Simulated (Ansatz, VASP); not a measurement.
# ZnS in VASP and in Ansatz

POSCAR

```
ZnS
1.0
    3.7303882335      0.0000000000      0.0000000000
   -1.8651941167      3.2306109762      0.0000000000
    0.0000000000      0.0000000000      6.1199067814
Zn S
2 2
Direct
    0.3333333333      0.6666666667      0.0005459392
    0.6666666667      0.3333333333      0.5005459392
    0.3333333333      0.6666666667      0.3744540608
    0.6666666667      0.3333333333      0.8744540608
```

Contents of INCAR.step1:

```
SYSTEM = ZnS
ALGO = Normal ; EDIFF = 1E-4
ENCUT = 520 ; GGA = PE
ISMEAR = 0 ; LASPH = .TRUE.
LCHARG = .FALSE. ; LREAL = .FALSE.
LWAVE = .TRUE. ; NBANDS = 26
NELM = 80 ; PREC = Accurate
SIGMA = 0.02
```

File INCAR.step2:

```
SYSTEM = ZnS
ALGO = Normal ; EDIFF = 1E-7
ENCUT = 520 ; ISIF = 2
ISMEAR = 0 ; ISTART = 1
LASPH = .TRUE. ; LCHARG = .FALSE.
LMIXTAU = .TRUE. ; LREAL = .FALSE.
LWAVE = .FALSE. ; METAGGA = R2SCAN
NBANDS = 26 ; NELM = 80
PREC = Accurate ; SIGMA = 0.02
```

Contents of KPOINTS:

```
k-points
0
G
  6 6 4
  0 0 0
```

Input for Ansatz:

```yaml
crystal:
  lattice:
    - [3.7303882335, 0.0, 0.0]
    - [-1.8651941167, 3.2306109762, 0.0]
    - [0.0, 0.0, 6.1199067814]
  atoms:
    - { symbol: Zn, position: [0.3333333333, 0.6666666667, 0.0005459392] }
    - { symbol: Zn, position: [0.6666666667, 0.3333333333, 0.5005459392] }
    - { symbol: S, position: [0.3333333333, 0.6666666667, 0.3744540608] }
    - { symbol: S, position: [0.6666666667, 0.3333333333, 0.8744540608] }
basis:
  ecutwfc: 500
kpoints:
  mp_grid: { grid: [6, 6, 4] }
  band_path: { path: [VBM, CBM], npoints: 2 }
hamiltonian:
  xc: r2scan
scf:
  occupations: { method: gaussian, width: 0.02 }
output:
  forces: true
  stress: true
  eigenvalues: true
checkpoint:
  read: start.run
  write: ck
  compress: false
  write_wavefunctions: false
  write_every: 100000
```

Alike in both runs: task single point; functional r2SCAN; k mesh 6 × 6 × 4; occupations gaussian, width 0.02 eV; no spin polarisation.

```csv
,VASP,Ansatz
version,VASP 6.6.1,Ansatz 0.2.0
potentials or method,"VASP PAW PBE potentials, release 64 (Zn, S), cutoff 520 eV","scalar-relativistic, plane waves, PAW"
valence electrons in the cell,36,36
```

```tsv
	VASP	Ansatz	Ansatz less VASP
gap on the k mesh at the Fermi level (eV)	3.08	3.07	-0.015
least direct gap on the mesh (eV)	3.08	3.07	-0.015
pressure (GPa)	5.5	5.4	-0.09
traceless stress, the component that is largest in VASP (GPa)	0.13	0.17	+0.035
rms of the force components (eV/Å)	0.006	0.000	-0.0058
```

VASP's potentials were made for PBE, not for r2SCAN. Atom by atom the forces differ by 0.006 eV/Å (rms over components).
